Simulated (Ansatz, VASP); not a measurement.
# Ti3SiN: VASP beside Ansatz

```
Ti Si N
1.0
     4.07924    0.00000    0.00000
     0.00000    4.07924    0.00000
     0.00000    0.00000    4.07924
Ti Si N
3 1 1
Direct
  0.50000 0.00000 0.00000
  0.00000 0.50000 0.00000
  0.00000 0.00000 0.50000
  0.50000 0.50000 0.50000
  0.00000 0.00000 0.00000
```

Change from the starting cell: species swapped into the LuRu3C type (Pm-3m, No. 221).

Alike in both runs: functional PBE; k mesh 10 × 10 × 10; occupations gaussian, width 0.1 eV; collinear spin.

Ansatz relaxed the structure, and its values are those at the end. VASP's run is a single point on that final structure, the one shown.

|  | VASP | Ansatz |
| --- | --- | --- |
| version | VASP 6.6.1 | Ansatz 0.2.0 |
| potentials or method | VASP PAW PBE potentials, release 64 (Ti_sv, Si, N), cutoff 520 eV | scalar-relativistic, plane waves, PAW |
| valence electrons in the cell | 45 | 45 |

VASP gave:

* gap on the k mesh at the Fermi level (eV): none
* pressure (GPa): 0.2
* net moment per atom (μB): 0.00

Problem. What did Ansatz give for the same quantities?

Solution. gap on the k mesh at the Fermi level (eV): none; pressure (GPa): 0.0; net moment per atom (μB): 0.00.

A gap of «none» marks a metal or a gap that the smearing closes. With one functional, cell and mesh, what is left measures potentials, basis and numerics. Ansatz's warnings: seeded moment not kept.
